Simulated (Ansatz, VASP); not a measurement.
## One calculation of MgCdSe2, two programs

The input POSCAR:

```
MgCdSe2
1.0
    1.9434439608      1.1220478939      6.5274555583
   -1.9434439608      1.1220478939      6.5274555583
    0.0000000000     -2.2440957878      6.5274555583
Mg Cd Se
1 1 2
Direct
    1.0000000000      0.0000000000      0.0000000000
    0.5000000000      0.5000000000      0.5000000000
    0.2534771697      0.2534771697      0.2534771697
    0.7465228303      0.7465228303      0.7465228303
```

INCAR.step1

```
SYSTEM = MgCdSe2
ALGO = Normal
EDIFF = 1E-4
ENCUT = 520
GGA = PE
ISMEAR = 0
LASPH = .True.
LCHARG = .False.
LREAL = .False.
LWAVE = .True.
NBANDS = 21
NELM = 60
PREC = Accurate
SIGMA = 0.01
```

Contents of INCAR.step2:

```
SYSTEM = MgCdSe2
ALGO = Normal
EDIFF = 1E-6
ENCUT = 520
ISIF = 2
ISMEAR = 0
ISTART = 1
LASPH = .True.
LCHARG = .False.
LMIXTAU = .True.
LREAL = .False.
LWAVE = .False.
METAGGA = R2SCAN
NBANDS = 21
NELM = 60
PREC = Accurate
SIGMA = 0.01
```

KPOINTS

```
k-points
0
Gamma
  8 8 8
  0 0 0
```

Input for Ansatz:

```yaml
crystal:
  lattice:
    - [1.9434439608, 1.1220478939, 6.5274555583]
    - [-1.9434439608, 1.1220478939, 6.5274555583]
    - [0.0, -2.2440957878, 6.5274555583]
  atoms:
    - { symbol: Mg, position: [1.0, 0.0, 0.0] }
    - { symbol: Cd, position: [0.5, 0.5, 0.5] }
    - { symbol: Se, position: [0.2534771697, 0.2534771697, 0.2534771697] }
    - { symbol: Se, position: [0.7465228303, 0.7465228303, 0.7465228303] }
kpoints:
  mp_grid: { grid: [8, 8, 8] }
  band_path:
    path:
      - [0.0, 0.0, 0.0]
      - [0.5, 0.5, 0.5]
      - [0.8124914151, 0.1875085849, 0.5]
      - [0.5, -0.1875085849, 0.1875085849]
      - [0.5, 0.0, 0.0]
      - [0.3437542924, -0.3437542924, 0.0]
      - [0.6562457076, 0.0, 0.3437542924]
      - [0.5, 0.0, 0.5]
    npoints: 1
hamiltonian:
  xc: r2scan
scf:
  occupations: { method: fixed }
  n_extra_bands: 5
output:
  forces: true
  stress: true
  eigenvalues: true
```

Change from the starting cell: epitaxial_xy strain -1.6%.

Alike in both runs: task single point; functional r2SCAN; k mesh 8 × 8 × 8; no spin polarisation.

|  | VASP | Ansatz |
| --- | --- | --- |
| version | VASP 6.6.1 | Ansatz 0.2.0 |
| potentials or method | VASP PAW PBE potentials, release 64 (Mg, Cd, Se) | plane waves, PAW |
| plane-wave cutoff (eV) | 520 | 500 |
| occupations | gaussian, width 0.01 eV | fixed |
| valence electrons in the cell | 26 | 62 |

|  | VASP | Ansatz | Ansatz less VASP |
| --- | --- | --- | --- |
| gap on the k mesh at the Fermi level (eV) | 1.05 | 1.08 | +0.024 |
| pressure (GPa) | 1.6 | 1.5 | -0.09 |
| traceless stress, the component that is largest in VASP (GPa) | -1.50 | -1.51 | -0.016 |
| rms of the force components (eV/Å) | 0.023 | 0.000 | -0.0232 |

VASP's potentials were made for PBE, not for r2SCAN. Atom by atom the forces differ by 0.023 eV/Å (rms over components). VASP's potentials hold 26 valence electrons a cell and Ansatz's 62, so a difference there can come from the potentials and not from the codes.
